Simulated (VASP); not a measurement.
A run of VASP 6.6.1 is set up as follows.

INCAR

```
SYSTEM = Sr
  ALGO = Normal
  EDIFF = 1E-6
  ENCUT = 520
  GGA = RE
  ISIF = 2
  ISMEAR = -1
  LASPH = .True.
  LCHARG = .True.
  LELF = .True.
  LREAL = .False.
  LVHAR = .True.
  LWAVE = .False.
  NBANDS = 11
  NELM = 100
  PREC = Accurate
  SIGMA = 0.1
```

File KPOINTS:

```
k-points
0
Gamma
  10 10 10
  0 0 0
```

Contents of POSCAR:

```
Sr
1.0
   -2.4883671278      2.4883671278      2.4883671278
    2.4883671278     -2.4883671278      2.4883671278
    2.4883671278      2.4883671278     -2.4883671278
Sr
1
Direct
    0.0000000000      0.0000000000      0.0000000000
```

Potentials or basis: VASP PAW PBE potentials, release 64 (Sr_sv).

Command:

```console
$ cat potpaw_PBE.64/Sr_sv/POTCAR > POTCAR
$ mpirun -np 1 vasp_std > vasp.out
```

Task: What does it give for the pressure?

Result: -0.7 GPa.

Task: What does it give for the band gap on the k mesh?

Result: Zero (band 5 reaches 1.51 eV, above the bottom of band 6 at 1.30 eV).

Caveat: the PAW data sets were made with another functional, which shifts forces and pressure a little.
